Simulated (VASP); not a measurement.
# BaF2 (Fm-3m) in VASP: further runs

The runs below take BaF2 through single point, relaxation of cell and atoms, with PBEsol.

All numbers are computed with VASP 6.6.1; they aren't measurements. Logs are shortened: lines on timing, memory, paths and dates and some standing lists are left out, and cuts for length are marked.

## (1) The cell of the first run

It takes space group Fm-3m (No. 225, cubic). Conventional cell: a = 6.138 Å, b = 6.138 Å, c = 6.138 Å, α = 90.00°, β = 90.00°, γ = 90.00°. Within 3.5 Å of Ba (site symmetry m-3m) lie 8 F at 2.66 Å. F (site symmetry -43m) has 4 Ba at 2.66 Å and 6 F at 3.07 Å within 3.5 Å.

## (2) Single point, PBEsol

File INCAR:

```
PREC = Accurate
ENCUT = 600
EDIFF = 1E-6
ISMEAR = 0
SIGMA = 0.02
LREAL = False
LASPH = True
NELM = 120
ALGO = Normal
ISIF = 2
LWAVE = False
LCHARG = False
GGA = PS
NBANDS = 19
GGA_COMPAT = False
```

File KPOINTS:

```
regular mesh
0
Gamma
  6 6 6
```

File POSCAR:

```
BaF2
1.0
    0.0000000000      3.0690425869      3.0690425869
    3.0690425869      0.0000000000      3.0690425869
    3.0690425869      3.0690425869      0.0000000000
Ba F
1 2
Direct
    0.0000000000      0.0000000000      0.0000000000
    0.2500000000      0.2500000000      0.2500000000
    0.7500000000      0.7500000000      0.7500000000
```

Potentials or basis: VASP PAW PBE potentials, release 64 (Ba_sv, F).

Command:

```
> cat potpaw_PBE.64/Ba_sv/POTCAR potpaw_PBE.64/F/POTCAR > POTCAR
> mpirun -np 1 vasp_std > vasp.out
```

OUTCAR:

```text
PREC = Accurate
   ENCUT = 600
   EDIFF = 1E-6
   ISMEAR = 0
   LREAL = False
   LASPH = True
   NELM = 120
   ISIF = 2
   GGA = PS

 ion  position               nearest neighbor table
   1  0.000  0.000  0.000-   3 2.66   3 2.66   3 2.66   2 2.66   3 2.66   2 2.66   2 2.66   2 2.66

   2  0.250  0.250  0.250-   1 2.66   1 2.66   1 2.66   1 2.66
   3  0.750  0.750  0.750-   1 2.66   1 2.66   1 2.66   1 2.66

  LATTYP: Found a face centered cubic cell.
 ALAT       =     6.1380851738

  Lattice vectors:

 A1 = (   0.0000000000,   3.0690425869,   3.0690425869)
 A2 = (   3.0690425869,   0.0000000000,   3.0690425869)
 A3 = (   3.0690425869,   3.0690425869,   0.0000000000)

Analysis of symmetry for initial positions (statically):
=====================================================================
 Subroutine PRICEL returns:
 Original cell was already a primitive cell.

 Routine SETGRP: Setting up the symmetry group for a
 face centered cubic supercell.

 Subroutine GETGRP returns: Found 48 space group operations
 (whereof 48 operations were pure point group operations)
 out of a pool of 48 trial point group operations.

The static configuration has the point symmetry O_h .

Analysis of symmetry for dynamics (positions and initial velocities):
=====================================================================
 Subroutine PRICEL returns:
 Original cell was already a primitive cell.

 Routine SETGRP: Setting up the symmetry group for a
 face centered cubic supercell.

 Subroutine GETGRP returns: Found 48 space group operations
 (whereof 48 operations were pure point group operations)
 out of a pool of 48 trial point group operations.

The dynamic configuration has the point symmetry O_h .

 Subroutine INISYM returns: Found 48 space group operations
 (whereof 48 operations are pure point group operations),
 and found     1 'primitive' translations

----------------------------------------------------------------------------------------

                                     Primitive cell

  volume of cell :      57.8148

  direct lattice vectors                    reciprocal lattice vectors
     0.000000000  3.069042587  3.069042587    -0.162917257  0.162917257  0.162917257
     3.069042587  0.000000000  3.069042587     0.162917257 -0.162917257  0.162917257
     3.069042587  3.069042587  0.000000000     0.162917257  0.162917257 -0.162917257

  length of vectors
     4.340281650  4.340281650  4.340281650     0.282180967  0.282180967  0.282180967

  position of ions in fractional coordinates (direct lattice)
     0.000000000  0.000000000  0.000000000
     0.250000000  0.250000000  0.250000000
     0.750000000  0.750000000  0.750000000

  ion indices of the primitive-cell ions
   primitive index   ion index
                 1           1
                 2           2
                 3           3

----------------------------------------------------------------------------------------

 KPOINTS: regular mesh

Automatic generation of k-mesh.
 Grid dimensions read from file:
 generate k-points for:    6    6    6

 Generating k-lattice:

  Cartesian coordinates                     Fractional coordinates (reciprocal lattice)
    -0.027152876  0.027152876  0.027152876     0.166666667  0.000000000  0.000000000
     0.027152876 -0.027152876  0.027152876     0.000000000  0.166666667  0.000000000
     0.027152876  0.027152876 -0.027152876     0.000000000  0.000000000  0.166666667

  Length of vectors
     0.047030161  0.047030161  0.047030161

  Shift w.r.t. Gamma in fractional coordinates (k-lattice)
     0.000000000  0.000000000  0.000000000

 Subroutine IBZKPT returns following result:
 ===========================================

 Found     16 irreducible k-points:

 Following reciprocal coordinates:
            Coordinates               Weight
  0.000000  0.000000  0.000000      1.000000
  0.166667  0.000000  0.000000      8.000000
  0.333333  0.000000  0.000000      8.000000
  0.500000  0.000000  0.000000      4.000000
  0.166667  0.166667  0.000000      6.000000
  0.333333  0.166667  0.000000     24.000000
[... 8 lines left out ...]
 -0.333333  0.333333  0.166667     24.000000
 -0.333333  0.500000  0.166667     12.000000
   k-points           NKPTS =     16   k-points in BZ     NKDIM =     16   number of bands    NBANDS=     19
   number of dos      NEDOS =    301   number of ions     NIONS =      3
   total plane-waves  NPLWV =  46656
   dimension x,y,z NGX =    36 NGY =   36 NGZ =   36
   dimension x,y,z NGXF=    72 NGYF=   72 NGZF=   72
   ions per type =               1   2
   NGX,Y,Z   is equivalent  to a cutoff of  13.79, 13.79, 13.79 a.u.
   NGXF,Y,Z  is equivalent  to a cutoff of  27.58, 27.58, 27.58 a.u.
 SYSTEM =  unknown system
   PREC   = accura    normal or accurate (medium, high low for compatibility)
   ISTART =      0    job   : 0-new  1-cont  2-samecut
   ICHARG =      2    charge: 1-file 2-atom 10-const
   ISPIN  =      1    spin polarized calculation?
   LNONCOLLINEAR =      F non collinear calculations
   LSORBIT =      F    spin-orbit coupling
   LASPH  =      T    aspherical Exc in radial PAW
   ENCUT  =  600.0 eV  44.10 Ry    6.64 a.u.   8.67  8.67  8.67*2*pi/ulx,y,z
   NELM   =    120;   NELMIN=  2; NELMDL= -5     # of ELM steps
   EDIFF  = 0.1E-05   stopping-criterion for ELM
   LREAL  =      F    real-space projection
   EDIFFG = 0.1E-04   stopping-criterion for IOM
   NSW    =      0    number of steps for IOM
   IBRION =     -1    ionic relax: 0-MD 1-quasi-New 2-CG
   NFREE  =      0    steps in history (QN), initial steepest desc. (CG)
   ISIF   =      2    stress and relaxation
   ISYM   =      2    0-nonsym 1-usesym 2-fastsym
   POTIM  = 0.5000    time-step for ionic-motion
   TEBEG  =    0.0;   TEEND  =   0.0 temperature during run
   PSTRESS=    0.0 pullay stress
   NELECT =      24.0000    total number of electrons
   NUPDOWN=      -1.0000    fix difference up-down
   EMIN   =  10.00;   EMAX   =-10.00  energy-range for DOS
   EFERMI =   0.00;   METHOD = LEGACY
   ISMEAR =     0;   SIGMA  =   0.02  broadening in eV -4-tet -1-fermi 0-gaus
   EFERMI_NEDOS =   21; number of points for ismear=-14 and -15
   IALGO  =     38    algorithm
   IMIX   =      4    mixing-type and parameters
     AMIX     =   0.40;   BMIX     =  1.00
     AMIX_MAG =   1.60;   BMIX_MAG =  1.00
  volume/ion in A,a.u.               =      19.27       130.05
  Fermi-wavevector in a.u.,A,eV,Ry     =   1.221234  2.307798 20.291909  1.491413
  Thomas-Fermi vector in A             =   2.356424
   LORBIT       =      0    0 simple, 1 ext, 2 COOP (PROOUT), +10 PAW based schemes
   GGA     = PS    functional components
   LHFCALC =     F    Hartree Fock is set to
   AEXX    =    0.0000 exact exchange contribution
   IVDW    =     0    specifies the selected vdW correction
   LEPSILON=     F    determine dielectric tensor
   LRPA    =     F    only Hartree local field effects (RPA)
 non-spin polarized calculation
 Gauss-broadening in eV      SIGMA  =   0.02
  energy-cutoff  :      600.00
  volume of cell :       57.81
 maximum number of plane-waves:      1964
 NGX is ok and might be reduce to    36
   NGX = 17   NGY = 17   NGZ = 17

 number of electron      23.9999989 magnetization

 Free energy of the ion-electron system (eV)
  ---------------------------------------------------
  ext. energy  EPLUGINS =         0.00000000
  ---------------------------------------------------
  free energy    TOTEN  =       -17.63921901 eV

  energy without entropy =      -17.63921901  energy(sigma->0) =      -17.63921901

 E-fermi :  -1.9151     XC(G=0):  -9.0577

 val. band max:       -2.0833143329   @ k =  -0.1667   0.1667   0.0000
 cond. band min:       4.6859435286   @ k =   0.0000   0.0000   0.0000
 fundamental gap:      6.7692578615
 Fermi energy:        -1.9151351425

 k-point     1 :       0.0000    0.0000    0.0000
  band No.  band energies     occupation
      1     -25.0751      2.00000
      2     -20.9233      2.00000
      3     -20.8368      2.00000
      4      -9.8570      2.00000
      5      -9.8570      2.00000
      6      -9.8570      2.00000
[... 11 lines left out ...]
     18       9.5003      0.00000
     19      13.4655      0.00000

 k-point     2 :       0.1667    0.0000    0.0000
  band No.  band energies     occupation
      1     -25.0153      2.00000
      2     -20.9562      2.00000
      3     -20.9093      2.00000
      4      -9.9116      2.00000
      5      -9.9054      2.00000
      6      -9.9054      2.00000
[... 11 lines left out ...]
     18       9.5234      0.00000
     19      12.4102      0.00000

 k-point     3 :       0.3333    0.0000    0.0000
  band No.  band energies     occupation
      1     -24.8878      2.00000
      2     -21.1065      2.00000
      3     -20.9785      2.00000
      4     -10.0019      2.00000
      5      -9.9978      2.00000
      6      -9.9978      2.00000
[... 11 lines left out ...]
     18       9.6108      0.00000
     19      11.5412      0.00000

 k-point     4 :       0.5000    0.0000    0.0000
  band No.  band energies     occupation
      1     -24.8193      2.00000
      2     -21.1986      2.00000
      3     -21.0011      2.00000
      4     -10.0420      2.00000
      5     -10.0420      2.00000
      6     -10.0392      2.00000
[... 231 lines left out ...]
     18      10.5392      0.00000
     19      12.5312      0.00000

 k-point    15 :      -0.3333    0.3333    0.1667
  band No.  band energies     occupation
      1     -24.7512      2.00000
      2     -21.1810      2.00000
      3     -21.1310      2.00000
      4     -10.2627      2.00000
      5     -10.0005      2.00000
      6      -9.9997      2.00000
[... 11 lines left out ...]
     18      11.4863      0.00000
     19      12.1395      0.00000

 k-point    16 :      -0.3333    0.5000    0.1667
  band No.  band energies     occupation
      1     -24.7276      2.00000
      2     -21.2294      2.00000
      3     -21.1196      2.00000
      4     -10.3272      2.00000
      5     -10.1487      2.00000
      6      -9.8234      2.00000
[... 11 lines left out ...]
     18      12.5753      0.00000
     19      12.8188      0.00000

------------------------ aborting loop because EDIFF is reached ----------------------------------------

  FORCE on cell =-STRESS in cart. coord.  units (eV):
  Direction    XX          YY          ZZ          XY          YZ          ZX
  --------------------------------------------------------------------------------------
  -------------------------------------------------------------------------------------
  Total        0.4295432      0.4295432      0.4295432     -0.0000000      0.0000000      0.0000000
  in kB       11.9036093     11.9036093     11.9036093     -0.0000000      0.0000000      0.0000000
  external PRESSURE =      11.9036093 kB  Pullay stress =       0.0000000 kB

 VOLUME and BASIS-vectors are now :
 -----------------------------------------------------------------------------
  energy-cutoff  :      600.00
  volume of cell :       57.81
      direct lattice vectors                 reciprocal lattice vectors
     0.000000000  3.069042587  3.069042587    -0.162917257  0.162917257  0.162917257
     3.069042587  0.000000000  3.069042587     0.162917257 -0.162917257  0.162917257
     3.069042587  3.069042587  0.000000000     0.162917257  0.162917257 -0.162917257

 POSITION                                       TOTAL-FORCE (eV/Angst)
 -----------------------------------------------------------------------------------
      0.00000      0.00000      0.00000         0.000000      0.000000      0.000000
      1.53452      1.53452      1.53452        -0.000000     -0.000000     -0.000000
      4.60356      4.60356      4.60356         0.000000      0.000000      0.000000
 -----------------------------------------------------------------------------------
    total drift:                                0.000000      0.000000      0.000000

  FREE ENERGIE OF THE ION-ELECTRON SYSTEM (eV)
  ---------------------------------------------------
  free  energy   TOTEN  =       -17.6392190147 eV

  energy  without entropy=      -17.6392190147  energy(sigma->0) =      -17.63921901
```

It took 13 s on 1 thread of Intel Xeon Platinum 8488C (Sapphire Rapids), shared host; peak memory 0.21 GiB.

What came out:

| Item | Value |
| --- | --- |
| Free energy | -17.6392 eV |
| Pressure | 1.2 GPa |
| Band gap on the k mesh | 6.77 eV, indirect (least direct gap 6.85 eV) |

Caveat: the PAW data sets were made with another functional, which shifts forces and pressure a little; spin-orbit coupling is left out, which moves the levels of the heavy elements. A k mesh can miss the band edges.

## (3) Relaxation of cell and atoms, PBEsol

This run uses another cell than the first one, of 20.31 Å³/atom, 1.054 times its volume.

File INCAR:

```
SYSTEM = BaF2
ALGO = Normal ; EDIFF = 1E-7
EDIFFG = -0.005 ; ENCUT = 600
GGA = PS ; GGA_COMPAT = .False.
IBRION = 2 ; ISIF = 3
ISMEAR = 0 ; LASPH = .True.
LCHARG = .False. ; LREAL = .False.
LWAVE = .False. ; NELM = 120
NELMIN = 4 ; NSW = 70
PREC = Accurate ; SIGMA = 0.02
```

File KPOINTS:

```
k-points
0
Gamma
  6 6 6
  0 0 0
```

File POSCAR:

```
BaF2
1.0
    0.0000000000      3.1230009549      3.1230009549
    3.1230009549      0.0000000000      3.1230009549
    3.1230009549      3.1230009549      0.0000000000
Ba F
1 2
Direct
    0.0000000000      0.0000000000      0.0000000000
    0.2500000000      0.2500000000      0.2500000000
    0.7500000000      0.7500000000      0.7500000000
```

Potentials or basis: VASP PAW PBE potentials, release 64 (Ba_sv, F).

Command:

```
> cat potpaw_PBE.64/Ba_sv/POTCAR potpaw_PBE.64/F/POTCAR > POTCAR
> mpirun -np 1 vasp_std > vasp.out
```

It took 30 s on 1 thread of Intel Xeon Platinum 8488C (Sapphire Rapids), shared host; peak memory 0.21 GiB.

The run converged. Its results:

| Property | Result |
| --- | --- |
| Free energy | -17.6486 eV |
| Relaxed volume | 19.63 Å³/atom |
| Relaxed cell | a = 4.367 Å, b = 4.367 Å, c = 4.367 Å, α = 60.00°, β = 60.00°, γ = 60.00° |
| Space group after relaxing (to 0.05 Å) | Fm-3m (No. 225) |
| Energy gained by relaxing | 4.2 meV/atom |
| Ionic steps | 3 |
| Pressure after relaxing | 0.0 GPa |
| Band gap on the k mesh | 6.69 eV, indirect (least direct gap 6.76 eV) |

Step by step:
```tsv
step	energy change (eV)	largest force (eV/Å)	pressure (GPa)	volume (Å³)
1	0.0000	0.0000	-1.92	60.92
2	-0.0126	0.0000	0.09	58.80
3	-0.0126	0.0000	0.00	58.88
```

Final structure:
```cif
data_structure
_symmetry_space_group_name_H-M 'P 1'
_symmetry_Int_Tables_number 1
_cell_length_a 4.3667
_cell_length_b 4.3667
_cell_length_c 4.3667
_cell_angle_alpha 60.000
_cell_angle_beta 60.000
_cell_angle_gamma 60.000
_cell_volume 58.88
loop_
_atom_site_label
_atom_site_type_symbol
_atom_site_fract_x
_atom_site_fract_y
_atom_site_fract_z
_atom_site_occupancy
Ba1 Ba 0.00000 0.00000 0.00000 1
F1 F 0.25000 0.25000 0.25000 1
F2 F 0.75000 0.75000 0.75000 1
```

Levels at points of the mesh, in eV from the valence-band top:
| k point | band 10 | band 11 | band 12 | band 13 | band 14 | band 15 |
| --- | --- | --- | --- | --- | --- | --- |
| (0.00, 0.00, 0.00) | -0.07 | -0.07 | -0.07 | 6.69 | 9.17 | 9.17 |
| (0.50, 0.00, 0.00) | -0.34 | -0.16 | -0.16 | 9.09 | 9.18 | 9.18 |
| (0.50, 0.50, 0.00) | -0.31 | -0.31 | -0.13 | 7.21 | 8.97 | 10.72 |

Caveat: the PAW data sets were made with another functional, which shifts forces and pressure a little; spin-orbit coupling is left out, which moves the levels of the heavy elements. A k mesh can miss the band edges.
